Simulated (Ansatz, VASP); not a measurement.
Two plane-wave programs on Y5AlN6

```xyz
12
Lattice="3.5887 0.0000 0.0000 0.0000 3.5887 0.0000 0.0000 0.0000 15.2254" Properties=species:S:1:pos:R:3 pbc="T T T"
Y     0.0000    0.0000   12.6878
Y     1.7943    1.7943    0.0000
Y     0.0000    0.0000    2.5376
Y     1.7943    1.7943    5.0751
Y     1.7943    1.7943   10.1503
Al    0.0000    0.0000    7.6127
N     0.0000    0.0000    0.0000
N     1.7943    1.7943    2.5376
N     0.0000    0.0000    5.0751
N     1.7943    1.7943    7.6127
N     0.0000    0.0000   10.1503
N     1.7943    1.7943   12.6878
```

Alike in both runs: task single point; functional PBE; k mesh 6 × 6 × 1; occupations gaussian, width 0.1 eV; no spin polarisation.

```csv
,VASP,Ansatz
version,VASP 6.6.1,Ansatz 0.2.0
potentials or method,"VASP PAW PBE potentials, release 64 (Y_sv, Al, N), cutoff 520 eV","scalar-relativistic, plane waves, PAW"
valence electrons in the cell,88,88
```

Ansatz gave:

```
gap on the k mesh at the Fermi level (eV)                     : 0.43
least direct gap on the mesh (eV)                             : 0.43
pressure (GPa)                                                : -17.8
traceless stress, the component that is largest in VASP (GPa) : -0.65
rms of the force components (eV/Å)                            : 0.255
```

**Question.** What did VASP give for the same quantities?

**Answer.** gap on the k mesh at the Fermi level (eV): 0.43; least direct gap on the mesh (eV): 0.43; pressure (GPa): -17.9; traceless stress, the component that is largest in VASP (GPa): -0.65; rms of the force components (eV/Å): 0.255.

Atom by atom the forces differ by 0.000 eV/Å (rms over components).
